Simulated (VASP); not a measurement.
Input of a VASP 6.6.1 run:

Contents of INCAR:

```
SYSTEM = K3Ta4SnO12
ALGO = Normal
EDIFF = 1E-6
ENCUT = 520
GGA = PS
ISIF = 2
ISMEAR = -1
ISYM = 0
LASPH = .TRUE.
LCHARG = .TRUE.
LELF = .TRUE.
LREAL = Auto
LVHAR = .TRUE.
LWAVE = .FALSE.
NBANDS = 183
NELM = 60
PREC = Accurate
SIGMA = 0.05
```

File KPOINTS:

```
Automatic mesh
0
Gamma
  1 1 1
  0.25 0.25 0.25
```

POSCAR

```
K3Ta4SnO12
1.0
    7.9708780000      0.0000000000      0.0000000000
    0.0000000000      7.9708780000      0.0000000000
    0.0000000000      0.0000000000      7.9708780000
Sn K Ta O
2 6 8 24
Direct
    0.0011150000      0.9458200000      0.0013970000
    0.5010270000      0.4457140000      0.5011810000
    0.0012260000      0.9984200000      0.5003260000
    0.0009760000      0.4948520000      0.9998560000
    0.0012510000      0.4985020000      0.5003760000
    0.5012970000      0.9985100000      0.0003510000
    0.5007800000      0.9947730000      0.4998660000
    0.5012510000      0.4984450000      0.0003710000
    0.2468750000      0.2467800000      0.2459370000
    0.2475390000      0.2445980000      0.7535350000
    0.2554300000      0.7463120000      0.2542480000
    0.2543630000      0.7447950000      0.7467190000
    0.7542560000      0.2447660000      0.2466990000
    0.7553480000      0.2463690000      0.7542790000
    0.7476050000      0.7445090000      0.2535650000
    0.7470240000      0.7468040000      0.7460480000
    0.2546750000      0.2518700000      0.9999980000
    0.2594420000      0.2639180000      0.5000300000
    0.2423080000      0.7650140000      0.9990330000
    0.2487530000      0.7512920000      0.4991540000
    0.7484580000      0.2515350000      0.9991460000
    0.7423060000      0.2649530000      0.4990210000
    0.7594960000      0.7641200000      0.0001170000
    0.7550310000      0.7519820000      0.5000440000
    0.0010400000      0.2518100000      0.2541720000
    0.0002390000      0.2517510000      0.7475670000
    0.0001860000      0.7648080000      0.2412850000
    0.0012320000      0.7640170000      0.7582360000
    0.5011030000      0.2639830000      0.2583520000
    0.5000920000      0.2652580000      0.7413390000
    0.5002980000      0.7515560000      0.2475000000
    0.5011290000      0.7520950000      0.7542690000
    0.2532740000      0.0036490000      0.2520820000
    0.2533400000      0.0032330000      0.7444240000
    0.2453400000      0.5038190000      0.2438750000
    0.2461230000      0.5032190000      0.7520400000
    0.7458390000      0.0031450000      0.2518550000
    0.7451260000      0.0039750000      0.7439870000
    0.7535050000      0.5031410000      0.2444560000
    0.7535330000      0.5038420000      0.7522020000
```

Potentials or basis: VASP PAW PBE potentials, release 64 (Sn_d, K_sv, Ta_pv, O).

Command:

```console
$ cat potpaw_PBE.64/Sn_d/POTCAR potpaw_PBE.64/K_sv/POTCAR potpaw_PBE.64/Ta_pv/POTCAR potpaw_PBE.64/O/POTCAR > POTCAR
$ mpirun -np 1 vasp_std > vasp.out
```

Problem. Predict the pressure.

Solution. 3.5 GPa.

Problem. Predict the band gap on the k mesh.

Solution. 0.11 eV.

Problem. Estimate the largest force.

Solution. 0.194 eV/Å.

Stress tensor (GPa, compression positive):
```
3.80 0.00 0.02
0.00 2.93 0.00
0.02 0.00 3.81
```

Caveat: the k points lie up to 0.79 Å⁻¹ apart; the PAW data sets were made with another functional, which shifts forces and pressure a little; spin-orbit coupling is left out, which moves the levels of the heavy elements.
